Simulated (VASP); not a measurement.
# Mo (I4/mmm) in VASP: a series of runs

The runs below take Mo through single point, with r2SCAN.

All numbers are computed with VASP 6.6.1; they aren't measurements. Logs are shortened: lines on timing, memory, paths and dates and some standing lists are left out, and cuts for length are marked.

## (1) The cell of the first run

It takes space group I4/mmm (No. 139, tetragonal). Conventional cell: a = 2.611 Å, b = 2.611 Å, c = 4.800 Å, α = 90.00°, β = 90.00°, γ = 90.00°. Within 3.4 Å of Mo (site symmetry 4/mmm) lie 12 Mo at 2.61 to 3.03 Å.

## (2) Single point, r2SCAN

Input file POSCAR:

```
Mo
1.0
    0.0000000000      1.8462645591      2.4001439268
    1.8462645591      0.0000000000      2.4001439268
    1.8462645591      1.8462645591      0.0000000000
Mo
1
Direct
    0.0000000000      0.0000000000      0.0000000000
```

Input file INCAR.step1:

```
PREC     = Accurate       # precision mode
ENCUT    = 520            # plane-wave cutoff, eV
ISMEAR   = 0              # smearing method
SIGMA    = 0.15           # smearing width, eV
LREAL    = F              # projectors in reciprocal space
LASPH    = T              # aspherical terms in the spheres
NELM     = 100            # most SCF steps
NBANDS   = 13             # bands
GGA      = PE             # functional
ALGO     = Normal         # electronic algorithm
EDIFF    = 1E-4           # SCF threshold, eV
LWAVE    = T              # write WAVECAR
LCHARG   = F              # write CHGCAR
```

Input file INCAR.step2:

```
PREC     = Accurate       # precision mode
ENCUT    = 520            # plane-wave cutoff, eV
EDIFF    = 1E-7           # SCF threshold, eV
ISMEAR   = 0              # smearing method
SIGMA    = 0.15           # smearing width, eV
LREAL    = F              # projectors in reciprocal space
LASPH    = T              # aspherical terms in the spheres
NELM     = 100            # most SCF steps
ALGO     = Normal         # electronic algorithm
ISIF     = 2              # what is computed and relaxed
LWAVE    = F              # write WAVECAR
LCHARG   = F              # write CHGCAR
METAGGA  = R2SCAN         # meta-GGA
LMIXTAU  = T            
NBANDS   = 13             # bands
ISTART   = 1
```

Input file KPOINTS:

```
Automatic mesh
0
Gamma
  22 22 22
```

Potentials or basis: VASP PAW PBE potentials, release 64 (Mo_sv).

The run is started by

```sh
> cat potpaw_PBE.64/Mo_sv/POTCAR > POTCAR
> cp INCAR.step1 INCAR
> mpirun -np 1 vasp_std > vasp.out
> cp INCAR.step2 INCAR
> mpirun -np 1 vasp_std > vasp.out
```

OUTCAR:

```text
PREC = Accurate
   ENCUT = 520
   EDIFF = 1E-7
   ISMEAR = 0
   LREAL = F
   LASPH = T
   NELM = 100
   ISIF = 2
   METAGGA = R2SCAN
   ISTART = 1

 ion  position               nearest neighbor table
   1  0.000  0.000  0.000-

  LATTYP: Found a body centered tetragonal cell.
 ALAT       =     2.6110123792
 C/A-ratio  =     1.8384776311

  Lattice vectors:

 A1 = (  -1.8462645591,   0.0000000000,   2.4001439268)
 A2 = (   1.8462645591,   0.0000000000,   2.4001439268)
 A3 = (   0.0000000000,   1.8462645591,  -2.4001439268)

Analysis of symmetry for initial positions (statically):
=====================================================================
 Subroutine PRICEL returns:
 Original cell was already a primitive cell.

 Routine SETGRP: Setting up the symmetry group for a
 body centered tetragonal supercell.

 Subroutine GETGRP returns: Found 16 space group operations
 (whereof 16 operations were pure point group operations)
 out of a pool of 16 trial point group operations.

The static configuration has the point symmetry D_4h.

Analysis of symmetry for dynamics (positions and initial velocities):
=====================================================================
 Subroutine PRICEL returns:
 Original cell was already a primitive cell.

 Routine SETGRP: Setting up the symmetry group for a
 body centered tetragonal supercell.

 Subroutine GETGRP returns: Found 16 space group operations
 (whereof 16 operations were pure point group operations)
 out of a pool of 16 trial point group operations.

The dynamic configuration has the point symmetry D_4h.

 Subroutine INISYM returns: Found 16 space group operations
 (whereof 16 operations are pure point group operations),
 and found     1 'primitive' translations

----------------------------------------------------------------------------------------

                                     Primitive cell

  volume of cell :      16.3627

  direct lattice vectors                    reciprocal lattice vectors
     0.000000000  1.846264559  2.400143927    -0.270817093  0.270817093  0.208320840
     1.846264559  0.000000000  2.400143927     0.270817093 -0.270817093  0.208320840
     1.846264559  1.846264559  0.000000000     0.270817093  0.270817093 -0.208320840

  length of vectors
     3.028099023  3.028099023  2.611012379     0.435983220  0.435983220  0.435983220

  position of ions in fractional coordinates (direct lattice)
     0.000000000  0.000000000  0.000000000

  ion indices of the primitive-cell ions
   primitive index   ion index
                 1           1

----------------------------------------------------------------------------------------

 KPOINTS: Automatic mesh

Automatic generation of k-mesh.
 Grid dimensions read from file:
 generate k-points for:   22   22   22

 Generating k-lattice:

  Cartesian coordinates                     Fractional coordinates (reciprocal lattice)
    -0.012309868  0.012309868  0.009469129     0.045454545 -0.000000000  0.000000000
     0.012309868 -0.012309868  0.009469129    -0.000000000  0.045454545  0.000000000
     0.012309868  0.012309868 -0.009469129     0.000000000  0.000000000  0.045454545

  Length of vectors
     0.019817419  0.019817419  0.019817419

  Shift w.r.t. Gamma in fractional coordinates (k-lattice)
     0.000000000  0.000000000  0.000000000

 Subroutine IBZKPT returns following result:
 ===========================================

 Found    834 irreducible k-points:

 Following reciprocal coordinates:
            Coordinates               Weight
  0.000000  0.000000  0.000000      1.000000
  0.045455 -0.000000  0.000000      8.000000
  0.090909 -0.000000  0.000000      8.000000
  0.136364 -0.000000  0.000000      8.000000
  0.181818  0.000000  0.000000      8.000000
  0.227273 -0.000000  0.000000      8.000000
[... 16 lines left out ...]
  0.500000  0.045455  0.000000      8.000000
 -0.454545  0.045455  0.000000      8.000000
 [... further k-points ...]
   k-points           NKPTS =    834   k-points in BZ     NKDIM =    834   number of bands    NBANDS=     13
   number of dos      NEDOS =    301   number of ions     NIONS =      1
   total plane-waves  NPLWV =  11520
   dimension x,y,z NGX =    24 NGY =   24 NGZ =   20
   dimension x,y,z NGXF=    48 NGYF=   48 NGZF=   40
   ions per type =               1
   NGX,Y,Z   is equivalent  to a cutoff of  13.18, 13.18, 12.73 a.u.
   NGXF,Y,Z  is equivalent  to a cutoff of  26.35, 26.35, 25.47 a.u.
 SYSTEM =  unknown system
   PREC   = accura    normal or accurate (medium, high low for compatibility)
   ISTART =      1    job   : 0-new  1-cont  2-samecut
   ICHARG =      0    charge: 1-file 2-atom 10-const
   ISPIN  =      1    spin polarized calculation?
   LNONCOLLINEAR =      F non collinear calculations
   LSORBIT =      F    spin-orbit coupling
   LASPH  =      T    aspherical Exc in radial PAW
   ENCUT  =  520.0 eV  38.22 Ry    6.18 a.u.   5.63  5.63  4.85*2*pi/ulx,y,z
   NELM   =    100;   NELMIN=  2; NELMDL=  0     # of ELM steps
   EDIFF  = 0.1E-06   stopping-criterion for ELM
   LREAL  =      F    real-space projection
   EDIFFG = 0.1E-05   stopping-criterion for IOM
   NSW    =      0    number of steps for IOM
   IBRION =     -1    ionic relax: 0-MD 1-quasi-New 2-CG
   NFREE  =      0    steps in history (QN), initial steepest desc. (CG)
   ISIF   =      2    stress and relaxation
   ISYM   =      2    0-nonsym 1-usesym 2-fastsym
   POTIM  = 0.5000    time-step for ionic-motion
   TEBEG  =    0.0;   TEEND  =   0.0 temperature during run
   PSTRESS=    0.0 pullay stress
   NELECT =      14.0000    total number of electrons
   NUPDOWN=      -1.0000    fix difference up-down
   EMIN   =  10.00;   EMAX   =-10.00  energy-range for DOS
   EFERMI =   0.00;   METHOD = LEGACY
   ISMEAR =     0;   SIGMA  =   0.15  broadening in eV -4-tet -1-fermi 0-gaus
   EFERMI_NEDOS =   21; number of points for ismear=-14 and -15
   IALGO  =     38    algorithm
   IMIX   =      4    mixing-type and parameters
     AMIX     =   0.40;   BMIX     =  1.00
     AMIX_MAG =   1.60;   BMIX_MAG =  1.00
  volume/ion in A,a.u.               =      16.36       110.42
  Fermi-wavevector in a.u.,A,eV,Ry     =   1.554172  2.936960 32.864208  2.415451
  Thomas-Fermi vector in A             =   2.658297
   LORBIT       =      0    0 simple, 1 ext, 2 COOP (PROOUT), +10 PAW based schemes
   METAGGA = R2SCAN    functional components
   LHFCALC =     F    Hartree Fock is set to
   AEXX    =    0.0000 exact exchange contribution
   IVDW    =     0    specifies the selected vdW correction
   LEPSILON=     F    determine dielectric tensor
   LRPA    =     F    only Hartree local field effects (RPA)
 non-spin polarized calculation
 Gauss-broadening in eV      SIGMA  =   0.15
  energy-cutoff  :      520.00
  volume of cell :       16.36
 maximum number of plane-waves:       454
   NGX = 11   NGY = 11   NGZ =  9

 number of electron      13.9999998 magnetization

 Free energy of the ion-electron system (eV)
  ---------------------------------------------------
  ext. energy  EPLUGINS =         0.00000000
  ---------------------------------------------------
  free energy    TOTEN  =       -25.72228470 eV

  energy without entropy =      -25.71388328  energy(sigma->0) =      -25.71808399

 E-fermi :  11.8831     XC(G=0): -14.3032

 val. band max:       11.8742515373   @ k =   0.3182   0.0000   0.1818
 cond. band min:      11.8839358444   @ k =  -0.3182   0.0455   0.2273
 fundamental gap:      0.0096843071
 Fermi energy:        11.8830756297

 k-point     1 :       0.0000    0.0000    0.0000
  band No.  band energies     occupation
      1     -51.3712      2.00000
      2     -24.1667      2.00000
      3     -23.7460      2.00000
      4     -23.7460      2.00000
      5       4.3800      2.00000
      6       8.4906      2.00000
      7      10.5946      2.00000
      8      12.3449      0.00001
      9      12.3449      0.00001
     10      15.6083      0.00000
     11      26.0567      0.00000
     12      26.1336      0.00000
     13      33.6820      0.00000

 k-point     2 :       0.0455   -0.0000    0.0000
  band No.  band energies     occupation
      1     -51.3658      2.00000
      2     -24.1727      2.00000
      3     -23.7802      2.00000
      4     -23.7450      2.00000
      5       4.4695      2.00000
      6       8.5402      2.00000
      7      10.6136      2.00000
      8      12.2436      0.00068
      9      12.3798      0.00000
     10      15.5346      0.00000
     11      26.1645      0.00000
     12      26.3198      0.00000
     13      33.0405      0.00000

 k-point     3 :       0.0909   -0.0000    0.0000
  band No.  band energies     occupation
      1     -51.3498      2.00000
      2     -24.1916      2.00000
      3     -23.8779      2.00000
      4     -23.7419      2.00000
      5       4.7290      2.00000
      6       8.6801      2.00000
      7      10.6585      2.00000
      8      11.9945      0.29338
      9      12.4809      0.00000
     10      15.3280      0.00000
     11      26.3677      0.00000
     12      26.9286      0.00000
     13      31.8755      0.00000
[... 305 lines left out ...]
 k-point    23 :       0.5000    0.0455    0.0000
  band No.  band energies     occupation
      1     -51.0973      2.00000
      2     -25.3779      2.00000
      3     -24.3714      2.00000
      4     -23.6980      2.00000
      5       6.7008      2.00000
      6       9.0511      2.00000
      7      12.3572      0.00001
      8      12.8611      0.00000
      9      15.0486      0.00000
     10      15.7625      0.00000
     11      23.2148      0.00000
     12      24.1085      0.00000
     13      31.4160      0.00000

 k-point    24 :      -0.4545    0.0455    0.0000
  band No.  band energies     occupation
      1     -51.0946      2.00000
      2     -25.3981      2.00000
      3     -24.3648      2.00000
      4     -23.6935      2.00000
      5       6.7060      2.00000
      6       9.0913      2.00000
      7      12.3281      0.00003
      8      12.7004      0.00000
      9      14.9888      0.00000
     10      15.9827      0.00000
     11      23.2786      0.00000
     12      24.1385      0.00000
     13      31.2416      0.00000

 [... further k-points ...]
[... 5 lines left out ...]
  --------------------------------------------------------------------------------------
  -------------------------------------------------------------------------------------
  Total       -0.1429115     -0.1429115     -0.9145958      0.0000000      0.0000000      0.0000000
  in kB      -13.9933787    -13.9933787    -89.5539323      0.0000000      0.0000000      0.0000000
  external PRESSURE =     -39.1802299 kB  Pullay stress =       0.0000000 kB

 VOLUME and BASIS-vectors are now :
 -----------------------------------------------------------------------------
  energy-cutoff  :      520.00
  volume of cell :       16.36
      direct lattice vectors                 reciprocal lattice vectors
     0.000000000  1.846264559  2.400143927    -0.270817093  0.270817093  0.208320840
     1.846264559  0.000000000  2.400143927     0.270817093 -0.270817093  0.208320840
     1.846264559  1.846264559  0.000000000     0.270817093  0.270817093 -0.208320840

 POSITION                                       TOTAL-FORCE (eV/Angst)
 -----------------------------------------------------------------------------------
      0.00000      0.00000      0.00000         0.000000     -0.000000      0.000000
 -----------------------------------------------------------------------------------
    total drift:                               -0.000000     -0.000000      0.000000

  FREE ENERGIE OF THE ION-ELECTRON SYSTEM (eV)
  ---------------------------------------------------
  free  energy   TOTEN  =       -25.7222846971 eV

  energy  without entropy=      -25.7138832809  energy(sigma->0) =      -25.71808399
```

It took 17 min on 1 thread of AMD EPYC 7R43 (Zen 3), shared host; peak memory 0.24 GiB.

What came out:

```yaml
Free_energy: -25.7223 eV
Pressure: -3.9 GPa
Band_gap_on_the_k_mesh: zero (band 7 reaches 13.98 eV, above the bottom of band 8 at 11.07 eV)
```

Caveat: the PAW data sets were made with another functional, which shifts forces and pressure a little.

## (3) Single point, r2SCAN

This run uses another cell than the first one, of the same volume but with other edges.

Input file POSCAR:

```
Mo
1.0
    0.0000000000      1.9519895519      2.1471885071
    1.9519895519      0.0000000000      2.1471885071
    1.9519895519      1.9519895519      0.0000000000
Mo
1
Direct
    0.0000000000      0.0000000000      0.0000000000
```

Input file INCAR.step1:

```
SYSTEM = Mo
ALGO = Normal ; EDIFF = 1E-4
ENCUT = 520 ; GGA = PE
ISMEAR = 0 ; LASPH = .True.
LCHARG = .False. ; LREAL = .False.
LWAVE = .True. ; NBANDS = 13
NELM = 100 ; PREC = Accurate
SIGMA = 0.15
```

Input file INCAR.step2:

```
SYSTEM = Mo
ALGO = Normal ; EDIFF = 1E-6
ENCUT = 520 ; ISIF = 2
ISMEAR = 0 ; ISTART = 1
LASPH = .True. ; LCHARG = .False.
LMIXTAU = .True. ; LREAL = .False.
LWAVE = .False. ; METAGGA = R2SCAN
NBANDS = 13 ; NELM = 100
PREC = Accurate ; SIGMA = 0.15
```

Input file KPOINTS:

```
k-points
0
Gamma
  22 22 22
  0 0 0
```

Potentials or basis: VASP PAW PBE potentials, release 64 (Mo_sv).

The run is started by

```sh
> cat potpaw_PBE.64/Mo_sv/POTCAR > POTCAR
> cp INCAR.step1 INCAR
> mpirun -np 1 vasp_std > vasp.out
> cp INCAR.step2 INCAR
> mpirun -np 1 vasp_std > vasp.out
```

OUTCAR:

```text
SYSTEM = Mo
   EDIFF = 1E-6
   ENCUT = 520
   ISIF = 2
   ISMEAR = 0
   ISTART = 1
   LASPH = .True.
   LREAL = .False.
   METAGGA = R2SCAN
   NELM = 100
   PREC = Accurate

 ion  position               nearest neighbor table
   1  0.000  0.000  0.000-

  LATTYP: Found a body centered tetragonal cell.
 ALAT       =     2.7605300979
 C/A-ratio  =     1.5556349186

  Lattice vectors:

 A1 = (  -1.9519895519,   0.0000000000,   2.1471885071)
 A2 = (   1.9519895519,   0.0000000000,   2.1471885071)
 A3 = (   0.0000000000,   1.9519895519,  -2.1471885071)

Analysis of symmetry for initial positions (statically):
=====================================================================
 Subroutine PRICEL returns:
 Original cell was already a primitive cell.

 Routine SETGRP: Setting up the symmetry group for a
 body centered tetragonal supercell.

 Subroutine GETGRP returns: Found 16 space group operations
 (whereof 16 operations were pure point group operations)
 out of a pool of 16 trial point group operations.

The static configuration has the point symmetry D_4h.

Analysis of symmetry for dynamics (positions and initial velocities):
[... 163 lines left out ...]
 Fermi energy:        11.5948363532

 k-point     1 :       0.0000    0.0000    0.0000
  band No.  band energies     occupation
      1     -51.2858      2.00000
      2     -23.9494      2.00000
      3     -23.8424      2.00000
      4     -23.8424      2.00000
      5       4.3346      2.00000
      6       9.8516      2.00000
      7      11.1908      1.99986
      8      11.1908      1.99986
      9      12.5531      0.00000
     10      14.3369      0.00000
     11      25.1409      0.00000
     12      28.6168      0.00000
     13      31.7887      0.00000
[... 354 lines left out ...]
  band No.  band energies     occupation
      1     -51.0530      2.00000
      2     -25.1855      2.00000
      3     -24.1823      2.00000
      4     -23.9288      2.00000
      5       6.7058      2.00000
      6       9.9056      2.00000
      7      11.3245      1.98918
      8      12.5355      0.00000
      9      15.1323      0.00000
     10      16.0425      0.00000
     11      22.8334      0.00000
     12      24.8303      0.00000
     13      30.8131      0.00000

 [... further k-points ...]
[... 5 lines left out ...]
  --------------------------------------------------------------------------------------
  -------------------------------------------------------------------------------------
  Total       -1.0575665     -1.0575665      0.2265530      0.0000000      0.0000000      0.0000000
  in kB     -103.5530992   -103.5530992     22.1832564      0.0000000      0.0000000      0.0000000
  external PRESSURE =     -61.6409807 kB  Pullay stress =       0.0000000 kB

 VOLUME and BASIS-vectors are now :
 -----------------------------------------------------------------------------
  energy-cutoff  :      520.00
  volume of cell :       16.36
      direct lattice vectors                 reciprocal lattice vectors
     0.000000000  1.951989552  2.147188507    -0.256148912  0.256148912  0.232862647
     1.951989552  0.000000000  2.147188507     0.256148912 -0.256148912  0.232862647
     1.951989552  1.951989552  0.000000000     0.256148912  0.256148912 -0.232862647

 POSITION                                       TOTAL-FORCE (eV/Angst)
 -----------------------------------------------------------------------------------
      0.00000      0.00000      0.00000         0.000000      0.000000      0.000000
 -----------------------------------------------------------------------------------
    total drift:                               -0.000000     -0.000000     -0.000000

  FREE ENERGIE OF THE ION-ELECTRON SYSTEM (eV)
  ---------------------------------------------------
  free  energy   TOTEN  =       -25.6467714822 eV

  energy  without entropy=      -25.6329738563  energy(sigma->0) =      -25.63987267
```

Run time: 18 min. Hardware: 1 thread of AMD EPYC 7R43 (Zen 3), shared host; peak memory 0.24 GiB.

What came out:

```
Free energy            : -25.6468 eV
Pressure               : -6.2 GPa
Band gap on the k mesh : zero (band 7 reaches 15.34 eV, above the bottom of band 8 at 11.06 eV)
```

Caveat: the PAW data sets were made with another functional, which shifts forces and pressure a little.

[end of part 1 of 2]
